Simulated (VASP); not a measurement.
# SiC in VASP: single point with r2SCAN

Aim: the single point of SiC with r2SCAN.

Everything below comes from runs of VASP 6.6.1. Logs are shortened: lines on timing, memory, paths and dates and some standing lists are left out, and cuts for length are marked.

**1. The cell of the first run**

The cell holds a slab with vacuum, 20 atoms: a = 6.161 Å, b = 4.356 Å, c = 21.161 Å, α = 90.00°, β = 90.00°, γ = 90.00°.

**2. Single point, r2SCAN**

Contents of POSCAR:

```
SiC
1.0
    6.1607243544      0.0000000000      0.0000000000
    0.0000000000      4.3562899680      0.0000000000
    0.0000000000      0.0000000000     21.1607243544
Si C
10 10
Direct
    0.2500000000      0.5000000000      0.3544302111
    0.7500000000      0.5000000000      0.3544302111
    0.5000000000      0.0000000000      0.4272151056
    0.0000000000      0.0000000000      0.4272151056
    0.7499841508      0.4916812175      0.4992194342
    0.2499843563      0.4916824585      0.4992188227
   -0.0000246209     -0.0034536874      0.5755882465
    0.4999751499     -0.0034540795      0.5755890686
    0.2499609405      0.4470557229      0.6341463488
    0.7499657186      0.4470478389      0.6341464947
    0.5000000000      0.2500000000      0.3544302111
    0.0000000000      0.2500000000      0.3544302111
    0.7500000000      0.7500000000      0.4272151056
    0.2500000000      0.7500000000      0.4272151056
   -0.0000161718      0.2436770208      0.5006532170
    0.4999827762      0.2436775185      0.5006529207
    0.2499748783      0.7518248159      0.5733371431
    0.7499765822      0.7518270909      0.5733384270
    0.4999626232      0.2534178962      0.6454405670
   -0.0000337058      0.2534066005      0.6454436484
```

Contents of INCAR.step1:

```
SYSTEM = SiC
PREC = Accurate ; ENCUT = 580
ISMEAR = 0 ; SIGMA = 0.05
LREAL = .False. ; LASPH = .True.
NELM = 120 ; LDIPOL = .True.
IDIPOL = 3 ; DIPOL = 0.5 0.5 0.499
NBANDS = 56 ; GGA = PE
ALGO = Normal ; EDIFF = 1E-5
LWAVE = .True. ; LCHARG = .False.
GGA_COMPAT = .False. ; NELMDL = -8
KPAR = 4
```

Contents of INCAR.step2:

```
SYSTEM = SiC
PREC = Accurate ; ENCUT = 580
EDIFF = 1E-6 ; ISMEAR = 0
SIGMA = 0.05 ; LREAL = .False.
LASPH = .True. ; NELM = 120
ALGO = Normal ; ISIF = 2
LWAVE = .False. ; LCHARG = .True.
LDIPOL = .True. ; IDIPOL = 3
DIPOL = 0.5 0.5 0.499 ; METAGGA = R2SCAN
LMIXTAU = .True. ; LVHAR = .True.
LVACPOTAV = .True. ; NBANDS = 56
ISTART = 1 ; GGA_COMPAT = .False.
KPAR = 4
```

Contents of KPOINTS:

```
Automatic mesh
0
Gamma
  8 9 1
  0 0 0
```

Potentials or basis: VASP PAW PBE potentials, release 64 (Si, C).

On the command line:

```console
cat potpaw_PBE.64/Si/POTCAR potpaw_PBE.64/C/POTCAR > POTCAR
cp INCAR.step1 INCAR
mpirun -np 4 vasp_std > vasp.out
cp INCAR.step2 INCAR
mpirun -np 4 vasp_std > vasp.out
```

OUTCAR:

```text
SYSTEM = SiC
   PREC = Accurate
   ENCUT = 580
   EDIFF = 1E-6
   ISMEAR = 0
   LREAL = .False.
   LASPH = .True.
   NELM = 120
   ISIF = 2
   METAGGA = R2SCAN
   ISTART = 1

 ion  position               nearest neighbor table
   1  0.250  0.500  0.354-  11 1.89  12 1.89  14 1.89   6 3.06   2 3.08   2 3.08   4 3.08   3 3.08
                             4 3.08   3 3.08
   2  0.750  0.500  0.354-  11 1.89  12 1.89  13 1.89   5 3.06   1 3.08   1 3.08   4 3.08   3 3.08
                             4 3.08   3 3.08
   3  0.500  0.000  0.427-  16 1.88  14 1.89  13 1.89  11 1.89   5 3.05   6 3.05   4 3.08   4 3.08
                             1 3.08   1 3.08   2 3.08   2 3.08   5 3.10   6 3.10   8 3.14
   4  0.000  0.000  0.427-  15 1.88  14 1.89  13 1.89  12 1.89   6 3.05   5 3.05   3 3.08   3 3.08
                             1 3.08   1 3.08   2 3.08   2 3.08   6 3.10   5 3.10   7 3.14
   5  0.750  0.492  0.499-  15 1.88  16 1.88  13 1.89  18 1.93  10 2.86   3 3.05   4 3.05   2 3.06
                             6 3.08   6 3.08   3 3.10   4 3.10   7 3.10   8 3.10   7 3.13   8 3.13
   6  0.250  0.492  0.499-  16 1.88  15 1.88  14 1.89  17 1.93   9 2.86   4 3.05   3 3.05   1 3.06
                             5 3.08   5 3.08   4 3.10   3 3.10   8 3.10   7 3.10   8 3.13   7 3.13
   7  1.000  0.997  0.576-  20 1.85  18 1.87  17 1.87  15 1.92   9 2.79  10 2.79   8 3.08   8 3.08
                             5 3.10   6 3.10   9 3.10  10 3.10   5 3.13   6 3.13   4 3.14
   8  0.500  0.997  0.576-  19 1.85  18 1.87  17 1.87  16 1.92  10 2.79   9 2.79   7 3.08   7 3.08
                             6 3.10   5 3.10  10 3.10   9 3.10   6 3.13   5 3.13   3 3.14
   9  0.250  0.447  0.634-  20 1.77  19 1.77  17 1.85   7 2.79   8 2.79   6 2.86  10 3.08  10 3.08
                             7 3.10   8 3.10
  10  0.750  0.447  0.634-  19 1.77  20 1.77  18 1.85   8 2.79   7 2.79   5 2.86   9 3.08   9 3.08
                             8 3.10   7 3.10
  11  0.500  0.250  0.354-   1 1.89   2 1.89   3 1.89
  12  0.000  0.250  0.354-   1 1.89   2 1.89   4 1.89
  13  0.750  0.750  0.427-   3 1.89   4 1.89   2 1.89   5 1.89
  14  0.250  0.750  0.427-   3 1.89   4 1.89   1 1.89   6 1.89
  15  1.000  0.244  0.501-   5 1.88   6 1.88   4 1.88   7 1.92
  16  0.500  0.244  0.501-   6 1.88   5 1.88   3 1.88   8 1.92
  17  0.250  0.752  0.573-   9 1.85   7 1.87   8 1.87   6 1.93
  18  0.750  0.752  0.573-  10 1.85   7 1.87   8 1.87   5 1.93
  19  0.500  0.253  0.645-  10 1.77   9 1.77   8 1.85
  20  1.000  0.253  0.645-   9 1.77  10 1.77   7 1.85

  LATTYP: Found a simple orthorhombic cell.
 ALAT       =     4.3562899680
 B/A-ratio  =     1.4142135624
 C/A-ratio  =     4.8575105215

  Lattice vectors:

 A1 = (   0.0000000000,  -4.3562899680,   0.0000000000)
 A2 = (   6.1607243544,   0.0000000000,   0.0000000000)
 A3 = (   0.0000000000,   0.0000000000,  21.1607243544)

Analysis of symmetry for initial positions (statically):
=====================================================================
 Subroutine PRICEL returns:
 Original cell was already a primitive cell.

 Routine SETGRP: Setting up the symmetry group for a
 simple orthorhombic supercell.

 Subroutine GETGRP returns: Found  1 space group operations
 (whereof  1 operations were pure point group operations)
 out of a pool of  8 trial point group operations.

The static configuration has the point symmetry C_1 .

Analysis of symmetry for dynamics (positions and initial velocities):
=====================================================================
 Subroutine PRICEL returns:
 Original cell was already a primitive cell.

 Routine SETGRP: Setting up the symmetry group for a
 simple orthorhombic supercell.

 Subroutine GETGRP returns: Found  1 space group operations
 (whereof  1 operations were pure point group operations)
 out of a pool of  8 trial point group operations.

The dynamic configuration has the point symmetry C_1 .

 Subroutine INISYM returns: Found  1 space group operations
 (whereof  1 operations are pure point group operations),
 and found     1 'primitive' translations

----------------------------------------------------------------------------------------

                                     Primitive cell

  volume of cell :     567.9094

  direct lattice vectors                    reciprocal lattice vectors
     6.160724354  0.000000000  0.000000000     0.162318575  0.000000000  0.000000000
     0.000000000  4.356289968  0.000000000     0.000000000  0.229553131  0.000000000
     0.000000000  0.000000000 21.160724354     0.000000000  0.000000000  0.047257361

  length of vectors
[... 60 lines left out ...]
     0.000000000  0.000000000  0.047257361     0.000000000  0.000000000  1.000000000

  Length of vectors
     0.020289822  0.025505903  0.047257361

  Shift w.r.t. Gamma in fractional coordinates (k-lattice)
     0.000000000  0.000000000  0.000000000

 Subroutine IBZKPT returns following result:
 ===========================================

 Found     37 irreducible k-points:

 Following reciprocal coordinates:
            Coordinates               Weight
  0.000000  0.000000  0.000000      1.000000
  0.125000  0.000000  0.000000      2.000000
  0.250000  0.000000  0.000000      2.000000
  0.375000  0.000000  0.000000      2.000000
  0.500000  0.000000  0.000000      1.000000
  0.000000  0.111111  0.000000      2.000000
[... 16 lines left out ...]
  0.125000  0.333333  0.000000      2.000000
 -0.125000  0.333333  0.000000      2.000000
 [... further k-points ...]
   k-points           NKPTS =     37   k-points in BZ     NKDIM =     37   number of bands    NBANDS=     56
   number of dos      NEDOS =    301   number of ions     NIONS =     20
   total plane-waves  NPLWV = 290304
   dimension x,y,z NGX =    48 NGY =   36 NGZ =  168
   dimension x,y,z NGXF=    96 NGYF=   72 NGZF=  336
   ions per type =              10  10
   NGX,Y,Z   is equivalent  to a cutoff of  12.95, 13.74, 13.20 a.u.
   NGXF,Y,Z  is equivalent  to a cutoff of  25.91, 27.48, 26.40 a.u.
 SYSTEM =  SiC
   PREC   = accura    normal or accurate (medium, high low for compatibility)
   ISTART =      1    job   : 0-new  1-cont  2-samecut
   ICHARG =      0    charge: 1-file 2-atom 10-const
   ISPIN  =      1    spin polarized calculation?
   LNONCOLLINEAR =      F non collinear calculations
   LSORBIT =      F    spin-orbit coupling
   LASPH  =      T    aspherical Exc in radial PAW
   ENCUT  =  580.0 eV  42.63 Ry    6.53 a.u.  12.10  8.55 41.55*2*pi/ulx,y,z
   NELM   =    120;   NELMIN=  2; NELMDL=  0     # of ELM steps
   EDIFF  = 0.1E-05   stopping-criterion for ELM
   LREAL  =      F    real-space projection
   EDIFFG = 0.1E-04   stopping-criterion for IOM
   NSW    =      0    number of steps for IOM
   IBRION =     -1    ionic relax: 0-MD 1-quasi-New 2-CG
   NFREE  =      0    steps in history (QN), initial steepest desc. (CG)
   ISIF   =      2    stress and relaxation
   ISYM   =      2    0-nonsym 1-usesym 2-fastsym
   POTIM  = 0.5000    time-step for ionic-motion
   TEBEG  =    0.0;   TEEND  =   0.0 temperature during run
   PSTRESS=    0.0 pullay stress
   NELECT =      80.0000    total number of electrons
   NUPDOWN=      -1.0000    fix difference up-down
   EMIN   =  10.00;   EMAX   =-10.00  energy-range for DOS
   EFERMI =   0.00;   METHOD = LEGACY
   ISMEAR =     0;   SIGMA  =   0.05  broadening in eV -4-tet -1-fermi 0-gaus
   EFERMI_NEDOS =   21; number of points for ismear=-14 and -15
   IALGO  =     38    algorithm
   IMIX   =      4    mixing-type and parameters
     AMIX     =   0.40;   BMIX     =  1.00
     AMIX_MAG =   1.60;   BMIX_MAG =  1.00
  volume/ion in A,a.u.               =      28.40       191.62
  Fermi-wavevector in a.u.,A,eV,Ry     =   0.851815  1.609696  9.872228  0.725588
  Thomas-Fermi vector in A             =   1.968006
   LORBIT       =      0    0 simple, 1 ext, 2 COOP (PROOUT), +10 PAW based schemes
   METAGGA = R2SCAN    functional components
   LHFCALC =     F    Hartree Fock is set to
   AEXX    =    0.0000 exact exchange contribution
   IVDW    =     0    specifies the selected vdW correction
   LEPSILON=     F    determine dielectric tensor
   LRPA    =     F    only Hartree local field effects (RPA)
 non-spin polarized calculation
 Gauss-broadening in eV      SIGMA  =   0.05
  energy-cutoff  :      580.00
  volume of cell :      567.91
 maximum number of plane-waves:     18088
   NGX = 25   NGY = 17   NGZ = 83

 number of electron      79.9999994 magnetization

 dipolmoment           0.000000      0.000000      0.023789 electrons x Angstroem

 Free energy of the ion-electron system (eV)
  ---------------------------------------------------
  ext. energy  EPLUGINS =         0.00000000
  ---------------------------------------------------
  free energy    TOTEN  =      -181.05617905 eV

  energy without entropy =     -181.05569206  energy(sigma->0) =     -181.05593556

 E-fermi :  -0.0291     XC(G=0):  -5.1039

 val. band max:       -0.0936894802   @ k =   0.0000   0.4444   0.0000
 cond. band min:       0.0143522222   @ k =   0.0000   0.0000   0.0000
 fundamental gap:      0.1080417024
 Fermi energy:        -0.0290864791

 k-point     1 :       0.0000    0.0000    0.0000
  band No.  band energies     occupation
      1     -16.8232      2.00000
      2     -15.5604      2.00000
      3     -13.8593      2.00000
      4     -13.6196      2.00000
      5     -13.5799      2.00000
      6     -12.9047      2.00000
[... 1309 lines left out ...]
     51       5.3944      0.00000
     52       5.8448      0.00000

 [... further k-points ...]

 [bands above 52 left out]

------------------------ aborting loop because EDIFF is reached ----------------------------------------

  FORCE on cell =-STRESS in cart. coord.  units (eV):
  Direction    XX          YY          ZZ          XY          YZ          ZX
  --------------------------------------------------------------------------------------
  -------------------------------------------------------------------------------------
  Total       -2.9104718     -6.7480718     -4.4478640     -0.0000498      3.5378840      0.0043556
  in kB       -8.2109781    -19.0375559    -12.5482451     -0.0001404      9.9810235      0.0122881
  external PRESSURE =     -13.2655930 kB  Pullay stress =       0.0000000 kB

 VOLUME and BASIS-vectors are now :
 -----------------------------------------------------------------------------
  energy-cutoff  :      580.00
  volume of cell :      567.91
      direct lattice vectors                 reciprocal lattice vectors
     6.160724354  0.000000000  0.000000000     0.162318575  0.000000000  0.000000000
     0.000000000  4.356289968  0.000000000     0.000000000  0.229553131  0.000000000
     0.000000000  0.000000000 21.160724354     0.000000000  0.000000000  0.047257361

 POSITION                                       TOTAL-FORCE (eV/Angst)
 -----------------------------------------------------------------------------------
      1.54018      2.17814      7.50000        -0.000083     -3.242629      1.885966
      4.62054      2.17814      7.50000        -0.000102     -3.242627      1.885993
      3.08036      0.00000      9.04018        -0.000314      0.310169     -0.915328
      0.00000      0.00000      9.04018        -0.000350      0.310157     -0.915340
      4.62045      2.14191     10.56384         0.000001      0.002784     -0.001698
      1.54008      2.14191     10.56383         0.000034      0.002593     -0.001570
[... 12 lines left out ...]
      3.08013      1.10396     13.65799         0.000163      0.015061      0.001885
      6.16052      1.10391     13.65806        -0.000190      0.015259      0.001302
 -----------------------------------------------------------------------------------
    total drift:                               -0.000012     -0.000021      0.000098

  FREE ENERGIE OF THE ION-ELECTRON SYSTEM (eV)
  ---------------------------------------------------
  free  energy   TOTEN  =      -181.0561790517 eV

  energy  without entropy=     -181.0556920590  energy(sigma->0) =     -181.05593556

 vacuum level on the upper side and lower side of the slab         5.179         5.018
```

It took 20 min on 4 MPI ranks of Intel Xeon 6975P-C (Granite Rapids), shared host; peak memory 1.4 GiB.

What came out:

```
Free energy            : -181.0562 eV
Largest force          : 3.751 eV/Å
Band gap on the k mesh : 0.11 eV
```

Forces in eV/Å, atoms in the order of the input:
```
Si   0.000 -3.243  1.886
Si   0.000 -3.243  1.886
Si   0.000  0.310 -0.915
Si   0.000  0.310 -0.915
Si   0.000  0.003 -0.002
Si   0.000  0.003 -0.002
Si   0.000 -0.010  0.004
Si   0.000 -0.010  0.003
Si   0.001 -0.018 -0.017
Si   0.000 -0.017 -0.016
C    0.000  2.095 -0.544
C    0.000  2.095 -0.544
C    0.000  0.832 -0.410
C    0.000  0.832 -0.410
C    0.000  0.006 -0.007
C    0.000  0.006 -0.007
C    0.000  0.009  0.004
C    0.000  0.009  0.004
C    0.000  0.015  0.002
C    0.000  0.015  0.001
```

Levels at points of the mesh, in eV from the valence-band top:
| k point | band 37 | band 38 | band 39 | band 40 | band 41 | band 42 | band 43 | band 44 |
| --- | --- | --- | --- | --- | --- | --- | --- | --- |
| (0.00, 0.00, 0.00) | -0.84 | -0.74 | -0.57 | -0.16 | 0.11 | 0.24 | 1.21 | 1.77 |
| (0.50, 0.00, 0.00) | -1.30 | -1.30 | -0.77 | -0.77 | 1.22 | 1.22 | 2.32 | 2.32 |

Caveat: semilocal functionals underestimate gaps, and a narrow one can read as zero; the PAW data sets were made with another functional, which shifts forces and pressure a little.
